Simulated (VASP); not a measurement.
# Al3Sb2P (P6/mmm) in VASP: a series of runs, part 2 of 2

VASP 6.6.1. Earlier steps stand in the parts before.

## (4) Relaxation of cell and atoms, PBE

Input file INCAR:

```
  ALGO = Normal
  EDIFF = 1E-6
  EDIFFG = -0.04
  ENCUT = 600
  GGA = PE
  IBRION = 2
  ISIF = 3
  ISMEAR = 0
  LASPH = T
  LCHARG = F
  LREAL = F
  LWAVE = F
  NELM = 60
  NSW = 90
  PREC = Accurate
  SIGMA = 0.1
```

Input file KPOINTS:

```
k-points
0
Gamma
  3 3 6
```

Input file POSCAR:

```
Al3Sb2P
1.0
    6.3755656800      0.0000000000      0.0000000000
   -3.1877828400      5.5214018500      0.0000000000
    0.0000000000      0.0000000000      3.3367998000
Al Sb P
3 2 1
Direct
    0.5000000000      0.0000000000      0.5000000000
    0.5000000000      0.5000000000      0.5000000000
    0.0000000000      0.5000000000      0.5000000000
    0.3333333300      0.6666666700      0.0000000000
    0.6666666700      0.3333333300      0.0000000000
    0.0000000000      0.0000000000      0.0000000000
```

Potentials or basis: VASP PAW PBE potentials, release 64 (Al, Sb, P).

Command:

```sh
$ cat potpaw_PBE.64/Al/POTCAR potpaw_PBE.64/Sb/POTCAR potpaw_PBE.64/P/POTCAR > POTCAR
$ mpirun -np 1 vasp_std > vasp.out
```

OUTCAR:

```text
EDIFF = 1E-6
   EDIFFG = -0.04
   ENCUT = 600
   GGA = PE
   IBRION = 2
   ISIF = 3
   ISMEAR = 0
   LASPH = T
   LREAL = F
   NELM = 60
   NSW = 90
   PREC = Accurate

 ion  position               nearest neighbor table
   1  0.500  0.000  0.500-   4 2.48   5 2.48   4 2.48   5 2.48   2 3.19   3 3.19   2 3.19   3 3.19

   2  0.500  0.500  0.500-   4 2.48   5 2.48   4 2.48   5 2.48   3 3.19   3 3.19   1 3.19   1 3.19

   3  0.000  0.500  0.500-   4 2.48   5 2.48   4 2.48   5 2.48   2 3.19   2 3.19   1 3.19   1 3.19

   4  0.333  0.667  0.000-   3 2.48   3 2.48   1 2.48   1 2.48   2 2.48   2 2.48   5 3.68   5 3.68
                             5 3.68
   5  0.667  0.333  0.000-   3 2.48   3 2.48   1 2.48   1 2.48   2 2.48   2 2.48   4 3.68   4 3.68
                             4 3.68
   6  0.000  0.000  0.000-

  LATTYP: Found a hexagonal cell.
 ALAT       =     6.3755656800
 C/A-ratio  =     0.5233731354
[... 169 lines left out ...]

 number of electron      24.0000001 magnetization

 Free energy of the ion-electron system (eV)
  ---------------------------------------------------
  ext. energy  EPLUGINS =         0.00000000
  ---------------------------------------------------
  free energy    TOTEN  =       -17.20821190 eV

  energy without entropy =      -17.17494750  energy(sigma->0) =      -17.19157970

 E-fermi :   8.2315     XC(G=0): -10.1730

 val. band max:        8.2277209941   @ k =   0.3333   0.0000   0.3333
 cond. band min:       8.2764816684   @ k =   0.3333   0.0000   0.0000
 fundamental gap:      0.0487606743
 Fermi energy:         8.2315099782
[... 740 lines left out ...]
--------------------------------------- Ionic step        8  -------------------------------------------

 number of electron      24.0000000 magnetization

 Free energy of the ion-electron system (eV)
  ---------------------------------------------------
  ext. energy  EPLUGINS =         0.00000000
  ---------------------------------------------------
  free energy    TOTEN  =       -20.51266774 eV

  energy without entropy =      -20.48784661  energy(sigma->0) =      -20.50025718

 E-fermi :   5.1862     XC(G=0):  -9.0598

 val. band max:        5.1834918670   @ k =   0.3333   0.3333   0.3333
 cond. band min:       5.2586182295   @ k =   0.3333   0.3333   0.5000
 fundamental gap:      0.0751263625
 Fermi energy:         5.1862393192
[... 259 lines left out ...]
  FREE ENERGIE OF THE ION-ELECTRON SYSTEM (eV)
  ---------------------------------------------------
  free  energy   TOTEN  =       -20.5126677441 eV

  energy  without entropy=      -20.4878466059  energy(sigma->0) =      -20.50025718

 reached required accuracy - stopping structural energy minimisation
```

OSZICAR:

```text
N       E                     dE             d eps       ncg     rms          rms(c)
DAV:   1     0.106717619323E+03    0.10672E+03   -0.97523E+03   384   0.137E+03
DAV:   2    -0.111944683705E+02   -0.11791E+03   -0.11606E+03   496   0.190E+02
DAV:   3    -0.175999191167E+02   -0.64055E+01   -0.62237E+01   520   0.474E+01
[... 75 lines left out ...]
DAV:   3    -0.205126916186E+02    0.91326E-04   -0.27887E-04   432   0.672E-02    0.200E-02
DAV:   4    -0.205126734689E+02    0.18150E-04   -0.62846E-05   424   0.295E-02    0.126E-02
DAV:   5    -0.205126702961E+02    0.31728E-05   -0.39033E-06   344   0.986E-03    0.882E-03
DAV:   6    -0.205126680229E+02    0.22733E-05   -0.12450E-06   192   0.561E-03    0.263E-03
DAV:   7    -0.205126677441E+02    0.27871E-06   -0.16370E-07   192   0.272E-03
   8 F= -.20512668E+02 E0= -.20500257E+02  d E =-.284959E-02
```

Run time: 78 s. Hardware: 1 thread of Intel Xeon 6975P-C (Granite Rapids), shared host; peak memory 0.29 GiB.

Results:

- Free energy: -20.5127 eV
- Relaxed volume: 26.12 Å³/atom
- Relaxed cell: a = 6.820 Å, b = 6.820 Å, c = 3.890 Å, α = 90.00°, β = 90.00°, γ = 120.00°
- Space group after relaxing (to 0.05 Å): P6/mmm (No. 191)
- Energy gained by relaxing: 550.7 meV/atom
- Ionic steps: 8
- Pressure after relaxing: 0.0 GPa
- Band gap on the k mesh: zero (band 12 reaches 5.54 eV, above the bottom of band 13 at 4.81 eV)

Step by step:
| step | energy change (eV) | largest force (eV/Å) | pressure (GPa) | volume (Å³) |
| --- | --- | --- | --- | --- |
| 1 | 0.0000 | 0.0000 | 30.26 | 117.46 |
| 2 | -2.5465 | 0.0000 | -5.51 | 191.61 |
| 3 | -3.2892 | 0.0000 | -0.14 | 159.04 |
| 4 | -3.2886 | 0.0000 | -0.42 | 159.95 |
| 5 | -3.2969 | 0.0000 | -0.46 | 159.33 |
| 6 | -3.3016 | 0.0000 | -0.50 | 158.50 |
| 7 | -3.3042 | 0.0000 | 0.17 | 156.16 |
| 8 | -3.3045 | 0.0000 | 0.01 | 156.69 |

Final structure:
```
Al Sb P
1.0
     6.81998    0.00000    0.00000
    -3.40999    5.90627    0.00000
     0.00000    0.00000    3.89006
Al Sb P
3 2 1
Direct
  0.50000 0.00000 0.50000
  0.50000 0.50000 0.50000
  0.00000 0.50000 0.50000
  0.33333 0.66667 0.00000
  0.66667 0.33333 0.00000
  0.00000 0.00000 0.00000
```

Caveat: the k points lie up to 0.35 Å⁻¹ apart in the final cell; the volume moved by over 15 % at a fixed basis, so the end points are rough; spin-orbit coupling is left out, which moves the levels of the heavy elements.

## (5) Single point, PBE

This run uses another cell than the first one, of 26.10 Å³/atom, 1.333 times its volume.

Input file INCAR:

```
SYSTEM = Al3Sb2P
PREC     = Accurate       ! precision mode
ENCUT    = 520            ! plane-wave cutoff, eV
EDIFF    = 1E-7           ! SCF threshold, eV
ISMEAR   = 0              ! smearing method
SIGMA    = 0.1            ! smearing width, eV
LREAL    = .False.        ! projectors in reciprocal space
LASPH    = .True.         ! aspherical terms in the spheres
NELM     = 100            ! most SCF steps
ALGO     = Normal         ! electronic algorithm
ISIF     = 2              ! what is computed and relaxed
LWAVE    = .False.        ! write WAVECAR
LCHARG   = .True.         ! write CHGCAR
GGA      = PE             ! functional
LELF     = .True.         ! ELF
LVHAR    = .True.       
NBANDS   = 21             ! bands
```

Input file KPOINTS:

```
Automatic mesh
0
Gamma
  6 6 10
  0 0 0
```

Input file POSCAR:

```
Al3Sb2P
1.0
    6.8574296959      0.0000000000      0.0000000000
   -3.4287148479      5.9387083213      0.0000000000
    0.0000000000      0.0000000000      3.8449473751
Al Sb P
3 2 1
Direct
    0.5000000000      0.0000000000      0.5000000000
    0.5000000000      0.5000000000      0.5000000000
    0.0000000000      0.5000000000      0.5000000000
    0.3333333333      0.6666666667      0.0000000000
    0.6666666667      0.3333333333      0.0000000000
    0.0000000000      0.0000000000      0.0000000000
```

Potentials or basis: VASP PAW PBE potentials, release 64 (Al, Sb, P).

Command:

```sh
$ cat potpaw_PBE.64/Al/POTCAR potpaw_PBE.64/Sb/POTCAR potpaw_PBE.64/P/POTCAR > POTCAR
$ mpirun -np 1 vasp_std > vasp.out
```

OUTCAR:

```text
SYSTEM = Al3Sb2P
   PREC = Accurate
   ENCUT = 520
   EDIFF = 1E-7
   ISMEAR = 0
   LREAL = .False.
   LASPH = .True.
   NELM = 100
   ISIF = 2
   GGA = PE

 ion  position               nearest neighbor table
   1  0.500  0.000  0.500-   4 2.76   5 2.76   4 2.76   5 2.76
   2  0.500  0.500  0.500-   4 2.76   5 2.76   4 2.76   5 2.76
   3  0.000  0.500  0.500-   4 2.76   5 2.76   4 2.76   5 2.76
   4  0.333  0.667  0.000-   1 2.76   1 2.76   3 2.76   3 2.76   2 2.76   2 2.76
   5  0.667  0.333  0.000-   1 2.76   1 2.76   3 2.76   3 2.76   2 2.76   2 2.76
   6  0.000  0.000  0.000-

  LATTYP: Found a hexagonal cell.
 ALAT       =     6.8574296959
 C/A-ratio  =     0.5606980378

  Lattice vectors:

 A1 = (   6.8574296959,   0.0000000000,   0.0000000000)
 A2 = (  -3.4287148479,   5.9387083213,   0.0000000000)
 A3 = (   0.0000000000,   0.0000000000,   3.8449473751)

Analysis of symmetry for initial positions (statically):
=====================================================================
 Subroutine PRICEL returns:
 Original cell was already a primitive cell.

 Routine SETGRP: Setting up the symmetry group for a
 hexagonal supercell.

 Subroutine GETGRP returns: Found 24 space group operations
 (whereof 24 operations were pure point group operations)
 out of a pool of 24 trial point group operations.

The static configuration has the point symmetry D_6h.

Analysis of symmetry for dynamics (positions and initial velocities):
=====================================================================
 Subroutine PRICEL returns:
 Original cell was already a primitive cell.

 Routine SETGRP: Setting up the symmetry group for a
 hexagonal supercell.

 Subroutine GETGRP returns: Found 24 space group operations
 (whereof 24 operations were pure point group operations)
 out of a pool of 24 trial point group operations.

The dynamic configuration has the point symmetry D_6h.

[... 128 lines left out ...]
  Fermi-wavevector in a.u.,A,eV,Ry     =   0.876121  1.655628 10.443664  0.767588
  Thomas-Fermi vector in A             =   1.995887
   LORBIT       =      0    0 simple, 1 ext, 2 COOP (PROOUT), +10 PAW based schemes
   GGA     = PE    functional components
   LHFCALC =     F    Hartree Fock is set to
   AEXX    =    0.0000 exact exchange contribution
   IVDW    =     0    specifies the selected vdW correction
   LEPSILON=     F    determine dielectric tensor
   LRPA    =     F    only Hartree local field effects (RPA)
 non-spin polarized calculation
 Gauss-broadening in eV      SIGMA  =   0.10
  energy-cutoff  :      520.00
  volume of cell :      156.58
 maximum number of plane-waves:      4239
 NGX is ok and might be reduce to    54
   NGX = 25   NGY = 25   NGZ = 15

 number of electron      23.9999998 magnetization

 Free energy of the ion-electron system (eV)
  ---------------------------------------------------
  ext. energy  EPLUGINS =         0.00000000
  ---------------------------------------------------
  free energy    TOTEN  =       -20.54481023 eV

  energy without entropy =      -20.52174094  energy(sigma->0) =      -20.53327559

 E-fermi :   5.1902     XC(G=0):  -9.0568

 val. band max:        5.1882921830   @ k =   0.1667   0.0000   0.1000
 cond. band min:       5.2208105604   @ k =   0.3333   0.3333   0.5000
 fundamental gap:      0.0325183773
 Fermi energy:         5.1902499918

 k-point     1 :       0.0000    0.0000    0.0000
  band No.  band energies     occupation
      1      -6.5754      2.00000
      2      -4.8715      2.00000
      3      -3.4933      2.00000
      4      -0.9230      2.00000
      5      -0.9230      2.00000
      6       1.6212      2.00000
[... 565 lines left out ...]
     20       9.7955      0.00000
     21      10.3838      0.00000

 [... further k-points ...]

------------------------ aborting loop because EDIFF is reached ----------------------------------------

  FORCE on cell =-STRESS in cart. coord.  units (eV):
  Direction    XX          YY          ZZ          XY          YZ          ZX
  --------------------------------------------------------------------------------------
  -------------------------------------------------------------------------------------
  Total        0.0964736      0.0964736      0.2620732      0.0000000      0.0000000      0.0000000
  in kB        0.9871322      0.9871322      2.6815722      0.0000000      0.0000000      0.0000000
  external PRESSURE =       1.5519455 kB  Pullay stress =       0.0000000 kB

 VOLUME and BASIS-vectors are now :
 -----------------------------------------------------------------------------
  energy-cutoff  :      520.00
  volume of cell :      156.58
      direct lattice vectors                 reciprocal lattice vectors
     6.857429696  0.000000000  0.000000000     0.145827233  0.084193392  0.000000000
    -3.428714848  5.938708321  0.000000000     0.000000000  0.168386785  0.000000000
     0.000000000  0.000000000  3.844947375     0.000000000  0.000000000  0.260081583

 POSITION                                       TOTAL-FORCE (eV/Angst)
 -----------------------------------------------------------------------------------
      3.42871      0.00000      1.92247        -0.000000      0.000000     -0.000000
      1.71436      2.96935      1.92247        -0.000000      0.000000     -0.000000
     -1.71436      2.96935      1.92247        -0.000000      0.000000     -0.000000
     -0.00000      3.95914      0.00000         0.000000      0.000000      0.000000
      3.42871      1.97957      0.00000        -0.000000      0.000000     -0.000000
      0.00000      0.00000      0.00000        -0.000000      0.000000     -0.000000
 -----------------------------------------------------------------------------------
    total drift:                                0.000000      0.000000     -0.000000

  FREE ENERGIE OF THE ION-ELECTRON SYSTEM (eV)
  ---------------------------------------------------
  free  energy   TOTEN  =       -20.5448102253 eV

  energy  without entropy=      -20.5217409449  energy(sigma->0) =      -20.53327559
```

OSZICAR:

```text
N       E                     dE             d eps       ncg     rms          rms(c)
DAV:   1     0.663723237964E+02    0.66372E+02   -0.81578E+03  1764   0.888E+02
DAV:   2    -0.154920984021E+02   -0.81864E+02   -0.78810E+02  2210   0.131E+02
DAV:   3    -0.207099000159E+02   -0.52178E+01   -0.51035E+01  2277   0.328E+01
DAV:   4    -0.207951634315E+02   -0.85263E-01   -0.85146E-01  2083   0.477E+00
DAV:   5    -0.207970078947E+02   -0.18445E-02   -0.18443E-02  2288   0.779E-01    0.502E+00
DAV:   6    -0.206052776886E+02    0.19173E+00   -0.61062E-01  2074   0.196E+00    0.296E+00
DAV:   7    -0.205701229113E+02    0.35155E-01   -0.39820E-01  2213   0.157E+00    0.169E+00
DAV:   8    -0.205457803744E+02    0.24343E-01   -0.11999E-01  2093   0.105E+00    0.391E-01
DAV:   9    -0.205448313114E+02    0.94906E-03   -0.11025E-02  2037   0.424E-01    0.101E-01
DAV:  10    -0.205448043222E+02    0.26989E-04   -0.78288E-04  2099   0.114E-01    0.673E-02
DAV:  11    -0.205448003561E+02    0.39661E-05   -0.10595E-04  2057   0.442E-02    0.289E-02
DAV:  12    -0.205448105773E+02   -0.10221E-04   -0.26324E-05  2072   0.237E-02    0.851E-03
DAV:  13    -0.205448103004E+02    0.27690E-06   -0.27214E-06  2077   0.621E-03    0.330E-03
DAV:  14    -0.205448102253E+02    0.75084E-07   -0.21944E-07  1869   0.241E-03
   1 F= -.20544810E+02 E0= -.20533276E+02  d E =-.230693E-01
```

Run time: 60 s. Hardware: 1 thread of Intel Xeon 6975P-C (Granite Rapids), shared host; peak memory 0.36 GiB.

Results:

```
Free energy            : -20.5448 eV
Pressure               : 0.2 GPa
Band gap on the k mesh : zero (band 12 reaches 5.88 eV, above the bottom of band 13 at 4.73 eV)
```

Caveat: spin-orbit coupling is left out, which moves the levels of the heavy elements.

## (6) Relaxation of cell and atoms, PBE

This run uses another cell than the first one, of 26.01 Å³/atom, 1.328 times its volume.

Input file INCAR:

```
ALGO = Normal
EDIFF = 1E-7
EDIFFG = -0.01
ENCUT = 600
GGA = PE
IBRION = 2
ISIF = 3
ISMEAR = 0
LASPH = True
LCHARG = False
LREAL = False
LWAVE = False
NELM = 100
NSW = 100
PREC = Accurate
SIGMA = 0.1
```

Input file KPOINTS:

```
k-points
0
Gamma
  6 6 10
```

POSCAR, as its differences from that of step 5:

```diff
@@ -2,5 +2,5 @@
 1.0
-    6.8574296959      0.0000000000      0.0000000000
-   -3.4287148479      5.9387083213      0.0000000000
-    0.0000000000      0.0000000000      3.8449473751
+    6.8084348660      0.0000000000      0.0000000000
+   -3.4042174330      5.8962775539      0.0000000000
+    0.0000000000      0.0000000000      3.8869139858
 Al Sb P
```

Potentials or basis: VASP PAW PBE potentials, release 64 (Al, Sb, P).

Command:

```sh
$ cat potpaw_PBE.64/Al/POTCAR potpaw_PBE.64/Sb/POTCAR potpaw_PBE.64/P/POTCAR > POTCAR
$ mpirun -np 1 vasp_std > vasp.out
```

It took 3.4 min on 1 thread of Intel Xeon 6975P-C (Granite Rapids), shared host; peak memory 0.4 GiB.

The run converged. Its results:

```yaml
Free_energy: -20.5453 eV
Relaxed_volume: 26.17 Å³/atom
Relaxed_cell: a = 6.861 Å, b = 6.861 Å, c = 3.852 Å, α = 90.00°, β = 90.00°, γ = 120.00°
Space_group_after_relaxing_to_0.05_Å: P6/mmm (No. 191)
Energy_gained_by_relaxing: 1.0 meV/atom
Ionic_steps: 4
Pressure_after_relaxing: 0.0 GPa
Band_gap_on_the_k_mesh: zero (band 12 reaches 5.85 eV, above the bottom of band 13 at 4.70 eV)
```

The path:
```csv
step,energy change (eV),largest force (eV/Å),pressure (GPa),volume (Å³)
1,0.0000,0.0000,-0.01,156.04
2,-0.0041,0.0000,0.15,155.99
3,-0.0051,0.0000,0.27,155.95
4,-0.0060,0.0000,-0.01,157.04
```

Final structure:
```yaml
crystal:
  lattice:
    - [6.86085, 0.00000, 0.00000]
    - [-3.43043, 5.94167, 0.00000]
    - [0.00000, 0.00000, 3.85233]
  atoms:
    - { symbol: Al, position: [0.50000, 0.00000, 0.50000] }
    - { symbol: Al, position: [0.50000, 0.50000, 0.50000] }
    - { symbol: Al, position: [0.00000, 0.50000, 0.50000] }
    - { symbol: Sb, position: [0.33333, 0.66667, 0.00000] }
    - { symbol: Sb, position: [0.66667, 0.33333, 0.00000] }
    - { symbol: P, position: [0.00000, 0.00000, 0.00000] }
```

Levels at points of the mesh, in eV from the Fermi level:
```tsv
k point	band 9	band 10	band 11	band 12	band 13	band 14	band 15	band 16
(0.00, 0.00, 0.00)	-0.52	-0.27	0.11	0.11	1.10	2.71	2.90	3.23
(0.50, 0.00, 0.00)	-1.16	-1.05	-0.57	0.30	0.68	0.96	1.46	2.36
(0.00, 0.00, 0.50)	-3.08	-1.76	-1.76	-1.50	-0.36	-0.36	1.03	1.03
(0.50, 0.00, 0.50)	-2.65	-1.68	-0.62	-0.31	-0.05	-0.02	0.18	1.31
```

Caveat: spin-orbit coupling is left out, which moves the levels of the heavy elements.

## (7) Overview

```tsv
task	cell	k mesh	cutoff (eV)	gap on the mesh (eV)	pressure (GPa)	relaxed volume (Å³/atom)
single point	a = 6.376, b = 6.376, c = 3.337 Å, angles 90.0, 90.0, 120.0°, 6 atoms	3 × 3 × 6	520	none	30.3	-
single point	a = 6.808, b = 6.808, c = 3.887 Å, angles 90.0, 90.0, 120.0°, 6 atoms	3 × 3 × 6	520	none	0.2	-
relaxation of cell and atoms	relaxed from a = 6.376, b = 6.376, c = 3.337 Å, angles 90.0, 90.0, 120.0°, 6 atoms	3 × 3 × 6	600	none	0.0	26.12
single point	a = 6.857, b = 6.857, c = 3.845 Å, angles 90.0, 90.0, 120.0°, 6 atoms	6 × 6 × 10	520	none	0.2	-
relaxation of cell and atoms	relaxed from a = 6.808, b = 6.808, c = 3.887 Å, angles 90.0, 90.0, 120.0°, 6 atoms	6 × 6 × 10	600	none	0.0	26.17
```

Alike in all rows: level PBE; potentials or basis VASP PAW PBE potentials, release 64 (Al, Sb, P); no spin polarisation; smearing gaussian 0.1 eV.

Caveats: some runs use coarse meshes; spin-orbit coupling is left out, which moves the levels of the heavy elements; the volume moved by over 15 % at a fixed basis, so the end points are rough (some runs).

Total energies depend on the potentials used, so only differences within one code and one set of settings carry meaning.
